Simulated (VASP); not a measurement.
InBiO:

```
In Bi O
1.0
    -2.92661    2.92661    3.74007
     2.92661   -2.92661    3.74007
     2.92661    2.92661   -3.74007
In Bi O
2 2 2
Direct
  0.79236 0.79236 0.00000
  0.20764 0.20764 0.00000
  0.50000 0.00000 0.50000
  0.00000 0.50000 0.50000
  0.75000 0.25000 0.50000
  0.25000 0.75000 0.50000
```

The cell was built from a structure type or drawn by symmetry, and may not be a known phase.

```yaml
Program: VASP 6.6.1
Task: relaxation of cell and atoms
Functional: PBE
Potentials_or_basis: VASP PAW PBE potentials, release 64 (In_d, Bi_d, O)
Cutoff: 600 eV
k_mesh: 4 × 4 × 4
Occupations: gaussian, width 0.1 eV
Spin: no spin polarisation
```

At the start: pressure 33.4 GPa; volume 21.36 Å³/atom.

Problem. How do energy, volume and symmetry change on relaxing?

Solution. Over 24 steps the energy falls by 1247.3 meV/atom and the volume is 21.20 Å³/atom (-0.7 %); space group I4/mmm (No. 139, to 0.1 Å) before, P4/mmm (No. 123, to 0.1 Å).

Step by step:
```csv
step,energy change (eV),largest force (eV/Å),pressure (GPa),volume (Å³)
1,0.0000,0.4694,33.35,128.14
2,-1.8732,0.2193,-12.71,215.37
3,-6.2222,0.3603,-4.68,165.33
4,-6.2730,0.3699,-3.65,162.89
5,-6.2892,0.3802,-2.53,160.56
6,-6.2880,0.3770,-2.87,161.22
7,-6.5404,0.4364,-2.36,152.87
8,-7.1082,0.6009,2.40,128.81
9,-7.0327,0.6193,8.46,117.97
10,-7.1277,0.6149,3.91,125.40
11,-7.2509,0.5434,3.46,124.14
12,-7.3167,0.4051,3.70,121.80
13,-7.3735,0.3742,1.31,125.16
14,-7.3854,0.3529,-0.31,127.73
15,-7.3854,0.3539,-0.23,127.61
16,-7.3919,0.3454,-0.22,127.63
17,-7.4095,0.3188,-0.15,127.66
18,-7.4353,0.2631,0.02,127.72
19,-7.4450,0.1283,0.55,127.78
20,-7.4485,0.1801,0.34,127.77
21,-7.4588,0.1472,-0.05,128.24
22,-7.4713,0.0653,-1.01,129.53
23,-7.4822,0.0286,-0.29,128.00
24,-7.4838,0.0096,0.11,127.20
```

Final structure:
```
In Bi O
1.0
    -2.52321    2.52321    4.99481
     2.52321   -2.52321    4.99481
     2.52321    2.52321   -4.99481
In Bi O
2 2 2
Cartesian
  0.0000 0.0000 7.4994
  0.0000 0.0000 2.4902
  0.0000 2.5232 0.0000
  2.5232 0.0000 0.0000
  0.0000 2.5232 2.4974
  2.5232 0.0000 2.4974
```
